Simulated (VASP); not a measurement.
Wanted: the native input for a VASP 6.6.1 run.

```
Task                   : single point
Functional             : PBE
Potentials or basis    : VASP PAW PBE potentials, release 64 (Sc_sv, Te)
Cutoff                 : 520 eV
k mesh                 : 4 × 4 × 4
Occupations            : gaussian, width 0.1 eV
Spin                   : no spin polarisation
Dipole correction      : no
Further INCAR settings : ALGO = Normal; EDIFF = 1e-06; NBANDS = 33
```

The structure of Sc4Te lies in POSCAR:

```
Sc4Te
1.0
    5.2320535400      0.0000000000      0.0000000000
    0.0000000000      5.2320535400      0.0000000000
    0.0000000000      0.0000000000      3.8384647100
Sc Te
4 1
Direct
    0.7911426100      0.5000000000      0.5000000000
    0.2088573900      0.5000000000      0.5000000000
    0.5000000000      0.7911426100      0.5000000000
    0.5000000000      0.2088573900      0.5000000000
    0.0000000000      0.0000000000      0.0000000000
```

One way to write it, as run:

INCAR

```
SYSTEM = Sc4Te
ALGO = Normal
EDIFF = 1E-6
ENCUT = 520
GGA = PE
ISIF = 2
ISMEAR = 0
LASPH = .True.
LCHARG = .False.
LREAL = .False.
LWAVE = .False.
NBANDS = 33
NELM = 60
PREC = Accurate
SIGMA = 0.1
```

KPOINTS

```
k-points
0
Gamma
  4 4 4
  0 0 0
```

Potentials or basis: VASP PAW PBE potentials, release 64 (Sc_sv, Te).

Command:

```sh
$ cat potpaw_PBE.64/Sc_sv/POTCAR potpaw_PBE.64/Te/POTCAR > POTCAR
$ mpirun -np 1 vasp_std > vasp.out
```

Results of the run:

```json
{
  "Pressure": "15.1 GPa",
  "Largest force": "1.690 eV/Å",
  "Band gap on the k mesh": "zero (band 25 reaches 6.64 eV, above the bottom of band 26 at 5.99 eV)"
}
```

Caveat: the k points lie up to 0.41 Å⁻¹ apart; spin-orbit coupling is left out, which moves the levels of the heavy elements; forces of over 1 eV/Å act on the atoms, so gaps and moduli don't describe the material at rest.

Run time: 110 s on 1 thread of Intel Xeon 8259CL, with other jobs on the host, peak memory 0.23 GiB.
